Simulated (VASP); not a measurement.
# SiC (Aea2) in VASP: a series of runs, part 2 of 2

VASP 6.6.1.

**3. Relaxation of cell and atoms, PBE**

The input, INCAR:

```
PREC = Accurate
ENCUT = 600
EDIFF = 1E-7
ISMEAR = 0
SIGMA = 0.1
LREAL = F
LASPH = T
NELM = 60
ALGO = Normal
ISIF = 3
LWAVE = F
LCHARG = F
GGA = PE
IBRION = 2
NSW = 100
EDIFFG = -0.01
```

The input, KPOINTS:

```
Automatic mesh
0
Gamma
  6 10 10
```

The input, POSCAR:

```
SiC
1.0
    6.7710471470      0.0000000000      0.0000000000
    0.0000000000      2.5181494849      2.4741656258
    0.0000000000     -2.5181494849      2.4741656258
Si C
4 4
Direct
    0.3678672029      0.2484709042      0.8857518093
    0.8678672029      0.3857518093      0.7484709042
    0.1321327971      0.7484709042      0.3857518093
    0.6321327971      0.8857518093      0.2484709042
    0.3709766047      0.7312947886      0.1344824980
    0.8709766047      0.6344824980      0.2312947886
    0.1290233953      0.2312947886      0.6344824980
    0.6290233953      0.1344824980      0.7312947886
```

Potentials or basis: VASP PAW PBE potentials, release 64 (Si, C).

Launch:

```console
$ cat potpaw_PBE.64/Si/POTCAR potpaw_PBE.64/C/POTCAR > POTCAR
$ mpirun -np 1 vasp_std > vasp.out
```

OUTCAR:

```text
PREC = Accurate
   ENCUT = 600
   EDIFF = 1E-7
   ISMEAR = 0
   LREAL = F
   LASPH = T
   NELM = 60
   ISIF = 3
   GGA = PE
   IBRION = 2
   NSW = 100
   EDIFFG = -0.01

 ion  position               nearest neighbor table
   1  0.368  0.248  0.886-   7 1.85   8 1.89   5 1.90   5 2.04   4 2.56   3 2.94   3 2.94   3 2.98
                             3 2.98   4 3.13   4 3.13
   2  0.868  0.386  0.748-   8 1.85   7 1.89   6 1.90   6 2.04   3 2.56   4 2.94   4 2.94   4 2.98
                             4 2.98   3 3.13   3 3.13
   3  0.132  0.748  0.386-   5 1.85   6 1.89   7 1.90   7 2.04   2 2.56   1 2.94   1 2.94   1 2.98
                             1 2.98   2 3.13   2 3.13
   4  0.632  0.886  0.248-   6 1.85   5 1.89   8 1.90   8 2.04   1 2.56   2 2.94   2 2.94   2 2.98
                             2 2.98   1 3.13   1 3.13
   5  0.371  0.731  0.134-   3 1.85   4 1.89   1 1.90   1 2.04
   6  0.871  0.634  0.231-   4 1.85   3 1.89   2 1.90   2 2.04
   7  0.129  0.231  0.634-   1 1.85   2 1.89   3 1.90   3 2.04
   8  0.629  0.134  0.731-   2 1.85   1 1.89   4 1.90   4 2.04

  LATTYP: Found a base centered orthorhombic cell.
 ALAT       =     4.9483312516
 B/A-ratio  =     1.0177772493
 C/A-ratio  =     1.3683496118

  Lattice vectors:

 A1 = (   0.0000000000,   2.5181494849,   2.4741656258)
 A2 = (   0.0000000000,  -2.5181494849,   2.4741656258)
 A3 = (   6.7710471470,   0.0000000000,   0.0000000000)

Analysis of symmetry for initial positions (statically):
=====================================================================
 Subroutine PRICEL returns:
 Original cell was already a primitive cell.

 Routine SETGRP: Setting up the symmetry group for a
 base centered orthorhombic supercell.

 Subroutine GETGRP returns: Found  4 space group operations
 (whereof  2 operations were pure point group operations)
 out of a pool of  8 trial point group operations.

The static configuration has the point symmetry C_2 .
 The point group associated with its full space group is C_2v.

Analysis of symmetry for dynamics (positions and initial velocities):
=====================================================================
 Subroutine PRICEL returns:
 Original cell was already a primitive cell.

 Routine SETGRP: Setting up the symmetry group for a
 base centered orthorhombic supercell.

 Subroutine GETGRP returns: Found  4 space group operations
 (whereof  2 operations were pure point group operations)
 out of a pool of  8 trial point group operations.

The dynamic configuration has the point symmetry C_2 .
 The point group associated with its full space group is C_2v.

 Subroutine INISYM returns: Found  4 space group operations
 (whereof  2 operations are pure point group operations),
 and found     1 'primitive' translations

----------------------------------------------------------------------------------------

                                     Primitive cell

  volume of cell :      84.3716

  direct lattice vectors                    reciprocal lattice vectors
     6.771047147  0.000000000  0.000000000     0.147687644  0.000000000  0.000000000
     0.000000000  2.518149485  2.474165626     0.000000000  0.198558506  0.202088330
     0.000000000 -2.518149485  2.474165626     0.000000000 -0.198558506  0.202088330

  length of vectors
     6.771047147  3.530236872  3.530236872     0.147687644  0.283311090  0.283311090

  position of ions in fractional coordinates (direct lattice)
     0.367867203  0.248470904  0.885751809
     0.867867203  0.385751809  0.748470904
     0.132132797  0.748470904  0.385751809
     0.632132797  0.885751809  0.248470904
     0.370976605  0.731294789  0.134482498
[... 69 lines left out ...]
   number of dos      NEDOS =    301   number of ions     NIONS =      8
   total plane-waves  NPLWV =  42336
   dimension x,y,z NGX =    54 NGY =   28 NGZ =   28
   dimension x,y,z NGXF=   108 NGYF=   56 NGZF=   56
   ions per type =               4   4
   NGX,Y,Z   is equivalent  to a cutoff of  13.26, 13.19, 13.19 a.u.
   NGXF,Y,Z  is equivalent  to a cutoff of  26.52, 26.37, 26.37 a.u.
 SYSTEM =  unknown system
   PREC   = accura    normal or accurate (medium, high low for compatibility)
   ISTART =      0    job   : 0-new  1-cont  2-samecut
   ICHARG =      2    charge: 1-file 2-atom 10-const
   ISPIN  =      1    spin polarized calculation?
   LNONCOLLINEAR =      F non collinear calculations
   LSORBIT =      F    spin-orbit coupling
   LASPH  =      T    aspherical Exc in radial PAW
   ENCUT  =  600.0 eV  44.10 Ry    6.64 a.u.  13.52  7.05  7.05*2*pi/ulx,y,z
   NELM   =     60;   NELMIN=  2; NELMDL= -5     # of ELM steps
   EDIFF  = 0.1E-06   stopping-criterion for ELM
   LREAL  =      F    real-space projection
   EDIFFG = -.1E-01   stopping-criterion for IOM
   NSW    =    100    number of steps for IOM
   IBRION =      2    ionic relax: 0-MD 1-quasi-New 2-CG
   NFREE  =      1    steps in history (QN), initial steepest desc. (CG)
   ISIF   =      3    stress and relaxation
   ISYM   =      2    0-nonsym 1-usesym 2-fastsym
   POTIM  = 0.5000    time-step for ionic-motion
   TEBEG  =    0.0;   TEEND  =   0.0 temperature during run
   PSTRESS=    0.0 pullay stress
   NELECT =      32.0000    total number of electrons
   NUPDOWN=      -1.0000    fix difference up-down
   EMIN   =  10.00;   EMAX   =-10.00  energy-range for DOS
   EFERMI =   0.00;   METHOD = LEGACY
   ISMEAR =     0;   SIGMA  =   0.10  broadening in eV -4-tet -1-fermi 0-gaus
   EFERMI_NEDOS =   21; number of points for ismear=-14 and -15
   IALGO  =     38    algorithm
   IMIX   =      4    mixing-type and parameters
     AMIX     =   0.40;   BMIX     =  1.00
     AMIX_MAG =   1.60;   BMIX_MAG =  1.00
  volume/ion in A,a.u.               =      10.55        71.17
  Fermi-wavevector in a.u.,A,eV,Ry     =   1.185021  2.239365 19.106325  1.404275
  Thomas-Fermi vector in A             =   2.321223
   LORBIT       =      0    0 simple, 1 ext, 2 COOP (PROOUT), +10 PAW based schemes
   GGA     = PE    functional components
   LHFCALC =     F    Hartree Fock is set to
   AEXX    =    0.0000 exact exchange contribution
   IVDW    =     0    specifies the selected vdW correction
   LEPSILON=     F    determine dielectric tensor
   LRPA    =     F    only Hartree local field effects (RPA)
 conjugate gradient relaxation of ions
 non-spin polarized calculation
 Gauss-broadening in eV      SIGMA  =   0.10
  energy-cutoff  :      600.00
  volume of cell :       84.37
 maximum number of plane-waves:      2842
   NGX = 27   NGY = 15   NGZ = 15

--------------------------------------- Ionic step        1  -------------------------------------------

 number of electron      32.0000001 magnetization

 Free energy of the ion-electron system (eV)
  ---------------------------------------------------
  ext. energy  EPLUGINS =         0.00000000
  ---------------------------------------------------
  free energy    TOTEN  =       -55.41886880 eV

  energy without entropy =      -55.41591789  energy(sigma->0) =      -55.41739334

------------------------ aborting loop because EDIFF is reached ----------------------------------------

  FORCE on cell =-STRESS in cart. coord.  units (eV):
  Direction    XX          YY          ZZ          XY          YZ          ZX
  --------------------------------------------------------------------------------------
  -------------------------------------------------------------------------------------
  Total       -0.1409151      0.0225347      0.0138441      0.0000000      0.0000000      0.0000000
  in kB       -2.6759123      0.4279233      0.2628927      0.0000000      0.0000000      0.0000000
  external PRESSURE =      -0.6616988 kB  Pullay stress =       0.0000000 kB
[... 113 lines left out ...]
--------------------------------------- Ionic step        4  -------------------------------------------

 number of electron      32.0000001 magnetization

 Free energy of the ion-electron system (eV)
  ---------------------------------------------------
  ext. energy  EPLUGINS =         0.00000000
  ---------------------------------------------------
  free energy    TOTEN  =       -55.41917237 eV

  energy without entropy =      -55.41622689  energy(sigma->0) =      -55.41769963

 E-fermi :   8.8315     XC(G=0): -11.3319

 val. band max:        8.8016696510   @ k =   0.1667   0.2000   0.2000
 cond. band min:       8.8361676747   @ k =   0.0000   0.1000  -0.0000
 fundamental gap:      0.0344980237
 Fermi energy:         8.8314966310

 k-point     1 :       0.0000    0.0000    0.0000
  band No.  band energies     occupation
      1      -7.5107      2.00000
      2      -4.9060      2.00000
      3      -4.8509      2.00000
      4      -0.9222      2.00000
      5       2.2723      2.00000
      6       2.5277      2.00000
[... 565 lines left out ...]
     20      12.8126      0.00000
     21      14.1439      0.00000

 [... further k-points ...]
[... 5 lines left out ...]
  --------------------------------------------------------------------------------------
  -------------------------------------------------------------------------------------
  Total       -0.0108249     -0.0493814      0.0042886      0.0000000      0.0000000      0.0000000
  in kB       -0.2055369     -0.9376279      0.0814287      0.0000000      0.0000000      0.0000000
  external PRESSURE =      -0.3539120 kB  Pullay stress =       0.0000000 kB
[... 23 lines left out ...]
  FREE ENERGIE OF THE ION-ELECTRON SYSTEM (eV)
  ---------------------------------------------------
  free  energy   TOTEN  =       -55.4191723689 eV

  energy  without entropy=      -55.4162268864  energy(sigma->0) =      -55.41769963

 reached required accuracy - stopping structural energy minimisation
```

Wall time 9.5 min (1 thread of Oxide Virtual Turin-like, shared host); peak memory 0.31 GiB.

What came out:

```yaml
Free_energy: -55.4192 eV
Relaxed_volume: 10.55 Å³/atom
Relaxed_cell: a = 6.768 Å, b = 3.531 Å, c = 3.531 Å, α = 91.01°, β = 90.00°, γ = 90.00°
Space_group_after_relaxing_to_0.05_Å: Aea2 (No. 41)
Energy_gained_by_relaxing: 0.0 meV/atom
Ionic_steps: 4
Pressure_after_relaxing: 0.0 GPa
Largest_force_after_relaxing: 0.007 eV/Å
Band_gap_on_the_k_mesh: zero (band 16 reaches 9.04 eV, above the bottom of band 17 at 8.71 eV)
```

Forces in eV/Å, atoms in the order of the input:
```
Si   0.002  0.005  0.005
Si   0.002 -0.005  0.005
Si  -0.002  0.005  0.005
Si  -0.002 -0.005  0.005
C   -0.005 -0.002 -0.005
C   -0.005  0.002 -0.005
C    0.005 -0.002 -0.005
C    0.005  0.002 -0.005
```

The path:
```
step  energy change (eV)  largest force (eV/Å)  pressure (GPa)  volume (Å³)
   1              0.0000                0.0395           -0.07        84.37
   2             -0.0002                0.0222            0.13        84.32
   3             -0.0002                0.0204            0.09        84.33
   4             -0.0003                0.0072           -0.04        84.38
```

Final structure:
```
CELL_PARAMETERS angstrom
6.76825 0.00000 0.00000
0.00000 2.51883 2.47479
0.00000 -2.51883 2.47479
ATOMIC_POSITIONS crystal
Si 0.36792 0.24891 0.88513
Si 0.86792 0.38513 0.74891
Si 0.13208 0.74891 0.38513
Si 0.63208 0.88513 0.24891
C 0.37111 0.73123 0.13472
C 0.87111 0.63472 0.23123
C 0.12889 0.23123 0.63472
C 0.62889 0.13472 0.73123
```
